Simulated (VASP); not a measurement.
Here is a VASP 6.6.1 calculation.

File INCAR:

```
PREC = Accurate
ENCUT = 600
EDIFF = 1E-6
ISMEAR = -1
SIGMA = 0.05
LREAL = Auto
LASPH = True
NELM = 120
ALGO = Normal
ISIF = 2
LWAVE = False
LCHARG = False
GGA = PS
NBANDS = 246
GGA_COMPAT = False
```

The input KPOINTS:

```
Automatic mesh
0
Gamma
  1 1 1
  0.5 0.5 0.5
```

POSCAR

```
SiC
1.0
    9.1524829738      0.0000000000      0.0000000000
    0.0000000000     10.7120215633      0.0000000000
    0.0000000000      0.0000000000     10.1037104097
Si C
48 48
Direct
    1.0000000000      0.1665307000      0.0003026000
    1.0000000000      0.1665307000      0.5003026000
    0.3333333000      0.1665307000      0.0003026000
    0.3333333000      0.1665307000      0.5003026000
    0.1666667000      0.4165307000      0.0003026000
    0.1666667000      0.4165307000      0.5003026000
    1.0000000000      0.6665307000      0.0003026000
    1.0000000000      0.6665307000      0.5003026000
    0.6666667000      0.1665307000      0.0003026000
    0.6666667000      0.1665307000      0.5003026000
    0.5000000000      0.4165307000      0.0003026000
    0.5000000000      0.4165307000      0.5003026000
    0.3333333000      0.6665307000      0.0003026000
    0.3333333000      0.6665307000      0.5003026000
    0.1666667000      0.9165307000      0.0003026000
    0.1666667000      0.9165307000      0.5003026000
    0.8333333000      0.4165307000      0.0003026000
    0.8333333000      0.4165307000      0.5003026000
    0.6666667000      0.6665307000      0.0003026000
    0.6666667000      0.6665307000      0.5003026000
    0.5000000000      0.9165307000      0.0003026000
    0.5000000000      0.9165307000      0.5003026000
    0.8333333000      0.9165307000      0.0003026000
    0.8333333000      0.9165307000      0.5003026000
    0.1666667000      0.0834693000      0.2503026000
    0.1666667000      0.0834693000      0.7503026000
    1.0000000000      0.3334693000      0.2503026000
    1.0000000000      0.3334693000      0.7503026000
    0.5000000000      0.0834693000      0.2503026000
    0.5000000000      0.0834693000      0.7503026000
    0.3333333000      0.3334693000      0.2503026000
    0.3333333000      0.3334693000      0.7503026000
    0.1666667000      0.5834693000      0.2503026000
    0.1666667000      0.5834693000      0.7503026000
    1.0000000000      0.8334693000      0.2503026000
    1.0000000000      0.8334693000      0.7503026000
    0.8333333000      0.0834693000      0.2503026000
    0.8333333000      0.0834693000      0.7503026000
    0.6666667000      0.3334693000      0.2503026000
    0.6666667000      0.3334693000      0.7503026000
    0.5000000000      0.5834693000      0.2503026000
    0.5000000000      0.5834693000      0.7503026000
    0.3333333000      0.8334693000      0.2503026000
    0.3333333000      0.8334693000      0.7503026000
    0.8333333000      0.5834693000      0.2503026000
    0.8333333000      0.5834693000      0.7503026000
    0.6666667000      0.8334693000      0.2503026000
    0.6666667000      0.8334693000      0.7503026000
    1.0000000000      0.1676420000      0.1876974000
    1.0000000000      0.1676420000      0.6876974000
    0.3333333000      0.1676420000      0.1876974000
    0.3333333000      0.1676420000      0.6876974000
    0.1666667000      0.4176420000      0.1876974000
    0.1666667000      0.4176420000      0.6876974000
    1.0000000000      0.6676420000      0.1876974000
    1.0000000000      0.6676420000      0.6876974000
    0.6666667000      0.1676420000      0.1876974000
    0.6666667000      0.1676420000      0.6876974000
    0.5000000000      0.4176420000      0.1876974000
    0.5000000000      0.4176420000      0.6876974000
    0.3333333000      0.6676420000      0.1876974000
    0.3333333000      0.6676420000      0.6876974000
    0.1666667000      0.9176420000      0.1876974000
    0.1666667000      0.9176420000      0.6876974000
    0.8333333000      0.4176420000      0.1876974000
    0.8333333000      0.4176420000      0.6876974000
    0.6666667000      0.6676420000      0.1876974000
    0.6666667000      0.6676420000      0.6876974000
    0.5000000000      0.9176420000      0.1876974000
    0.5000000000      0.9176420000      0.6876974000
    0.8333333000      0.9176420000      0.1876974000
    0.8333333000      0.9176420000      0.6876974000
    0.1666667000      0.0823580000      0.4376974000
    0.1666667000      0.0823580000      0.9376974000
    0.0000000000      0.3323580000      0.4376974000
    0.0000000000      0.3323580000      0.9376974000
    0.5000000000      0.0823580000      0.4376974000
    0.5000000000      0.0823580000      0.9376974000
    0.3333333000      0.3323580000      0.4376974000
    0.3333333000      0.3323580000      0.9376974000
    0.1666667000      0.5823580000      0.4376974000
    0.1666667000      0.5823580000      0.9376974000
    0.0000000000      0.8323580000      0.4376974000
    0.0000000000      0.8323580000      0.9376974000
    0.8333333000      0.0823580000      0.4376974000
    0.8333333000      0.0823580000      0.9376974000
    0.6666667000      0.3323580000      0.4376974000
    0.6666667000      0.3323580000      0.9376974000
    0.5000000000      0.5823580000      0.4376974000
    0.5000000000      0.5823580000      0.9376974000
    0.3333333000      0.8323580000      0.4376974000
    0.3333333000      0.8323580000      0.9376974000
    0.8333333000      0.5823580000      0.4376974000
    0.8333333000      0.5823580000      0.9376974000
    0.6666667000      0.8323580000      0.4376974000
    0.6666667000      0.8323580000      0.9376974000
```

Potentials or basis: VASP PAW PBE potentials, release 64 (Si, C).

Command:

```bash
$ cat potpaw_PBE.64/Si/POTCAR potpaw_PBE.64/C/POTCAR > POTCAR
$ mpirun -np 1 vasp_std > vasp.out
```

Task: What does it give for the band gap on the k mesh?

Result: 4.35 eV.

Task: Predict the pressure.

Result: 0.2 GPa.

Forces in eV/Å, atoms in the order of the input:
```
Si   0.000  0.003 -0.001
Si   0.000  0.003 -0.001
Si   0.000  0.003 -0.001
Si   0.000  0.003 -0.001
Si   0.000  0.003 -0.001
Si   0.000  0.003 -0.001
Si   0.000  0.003 -0.001
Si   0.000  0.003 -0.001
Si   0.000  0.003 -0.001
Si   0.000  0.003 -0.001
Si   0.000  0.003 -0.001
Si   0.000  0.003 -0.001
Si   0.000  0.003 -0.001
Si   0.000  0.003 -0.001
Si   0.000  0.003 -0.001
Si   0.000  0.003 -0.001
Si   0.000  0.003 -0.001
Si   0.000  0.003 -0.001
Si   0.000  0.003 -0.001
Si   0.000  0.003 -0.001
Si   0.000  0.003 -0.001
Si   0.000  0.003 -0.001
Si   0.000  0.003 -0.001
Si   0.000  0.003 -0.001
Si   0.000 -0.003 -0.001
Si   0.000 -0.003 -0.001
Si   0.000 -0.003 -0.001
Si   0.000 -0.003 -0.001
Si   0.000 -0.003 -0.001
Si   0.000 -0.003 -0.001
Si   0.000 -0.003 -0.001
Si   0.000 -0.003 -0.001
Si   0.000 -0.003 -0.001
Si   0.000 -0.003 -0.001
Si   0.000 -0.003 -0.001
Si   0.000 -0.003 -0.001
Si   0.000 -0.003 -0.001
Si   0.000 -0.003 -0.001
Si   0.000 -0.003 -0.001
Si   0.000 -0.003 -0.001
Si   0.000 -0.003 -0.001
Si   0.000 -0.003 -0.001
Si   0.000 -0.003 -0.001
Si   0.000 -0.003 -0.001
Si   0.000 -0.003 -0.001
Si   0.000 -0.003 -0.001
Si   0.000 -0.003 -0.001
Si   0.000 -0.003 -0.001
C    0.000  0.002  0.001
C    0.000  0.002  0.001
C    0.000  0.002  0.001
C    0.000  0.002  0.001
C    0.000  0.002  0.001
C    0.000  0.002  0.001
C    0.000  0.002  0.001
C    0.000  0.002  0.001
C    0.000  0.002  0.001
C    0.000  0.002  0.001
C    0.000  0.002  0.001
C    0.000  0.002  0.001
C    0.000  0.002  0.001
C    0.000  0.002  0.001
C    0.000  0.002  0.001
C    0.000  0.002  0.001
C    0.000  0.002  0.001
C    0.000  0.002  0.001
C    0.000  0.002  0.001
C    0.000  0.002  0.001
C    0.000  0.002  0.001
C    0.000  0.002  0.001
C    0.000  0.002  0.001
C    0.000  0.002  0.001
C    0.000 -0.002  0.001
C    0.000 -0.002  0.001
C    0.000 -0.002  0.001
C    0.000 -0.002  0.001
C    0.000 -0.002  0.001
C    0.000 -0.002  0.001
C    0.000 -0.002  0.001
C    0.000 -0.002  0.001
C    0.000 -0.002  0.001
C    0.000 -0.002  0.001
C    0.000 -0.002  0.001
C    0.000 -0.002  0.001
C    0.000 -0.002  0.001
C    0.000 -0.002  0.001
C    0.000 -0.002  0.001
C    0.000 -0.002  0.001
C    0.000 -0.002  0.001
C    0.000 -0.002  0.001
C    0.000 -0.002  0.001
C    0.000 -0.002  0.001
C    0.000 -0.002  0.001
C    0.000 -0.002  0.001
C    0.000 -0.002  0.001
C    0.000 -0.002  0.001
```

Caveat: the k points lie up to 0.69 Å⁻¹ apart; the PAW data sets were made with another functional, which shifts forces and pressure a little; a shifted mesh leaves out Γ, where band edges can lie. A k mesh can miss the band edges.
